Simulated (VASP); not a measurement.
Write the native input for VASP 6.6.1 that does the following.

```yaml
Task: single point
Functional: r2SCAN
Dispersion: rVV10
Potentials_or_basis: VASP PAW PBE potentials, release 64 (Ni, Al)
Cutoff: 660 eV
k_mesh: 14 × 14 × 14
Occupations: gaussian, width 0.1 eV
Spin: no spin polarisation
Dipole_correction: no
Further_INCAR_settings: ALGO = Normal; EDIFF = 1e-06; NBANDS = 14
```

The system is AlNi (r.b).

```
Ni Al
1.0
     2.85729    0.00000    0.00000
     0.00000    2.85729    0.00000
     0.00000    0.00000    2.85729
Ni Al
1 1
Direct
  0.00000 0.00000 0.00000
  0.50000 0.50000 0.50000
```

The input as run:

POSCAR

```
AlNi
1.0
    2.8572926140      0.0000000000      0.0000000000
    0.0000000000      2.8572926140      0.0000000000
    0.0000000000      0.0000000000      2.8572926140
Ni Al
1 1
Direct
    0.0000000000      0.0000000000      0.0000000000
    0.5000000000      0.5000000000      0.5000000000
```

INCAR.step1

```
SYSTEM = AlNi
ALGO = Normal
EDIFF = 1E-5
ENCUT = 660
GGA = PE
GGA_COMPAT = .FALSE.
ISMEAR = 0
LASPH = .TRUE.
LCHARG = .FALSE.
LREAL = .FALSE.
LWAVE = .TRUE.
NBANDS = 14
NELM = 120
PREC = Accurate
SIGMA = 0.1
```

INCAR.step2

```
SYSTEM = AlNi
ALGO = Normal
BPARAM = 11.95
CPARAM = 0.0093
EDIFF = 1E-6
ENCUT = 660
GGA_COMPAT = .FALSE.
ISIF = 2
ISMEAR = 0
ISTART = 1
IVDW_NL = 2
LASPH = .TRUE.
LCHARG = .TRUE.
LELF = .TRUE.
LMIXTAU = .TRUE.
LREAL = .FALSE.
LUSE_VDW = .TRUE.
LVHAR = .TRUE.
LWAVE = .FALSE.
METAGGA = R2SCAN
NBANDS = 14
NELM = 120
PREC = Accurate
SIGMA = 0.1
```

KPOINTS

```
k-points
0
G
  14 14 14
  0 0 0
```

Potentials or basis: VASP PAW PBE potentials, release 64 (Ni, Al).

Launch:

```sh
$ cat potpaw_PBE.64/Ni/POTCAR potpaw_PBE.64/Al/POTCAR > POTCAR
$ cp INCAR.step1 INCAR
$ mpirun -np 1 vasp_std > vasp.out
$ cp INCAR.step2 INCAR
$ mpirun -np 1 vasp_std > vasp.out
```

It gave:

The pressure is -0.1 GPa.

Caveat: the PAW data sets were made with another functional, which shifts forces and pressure a little.

Run time: 76 s on 1 thread of Intel(R) Xeon(R) Platinum 8375C CPU @ 2.90GHz (Ice Lake), with other jobs on the host, peak memory 0.25 GiB.
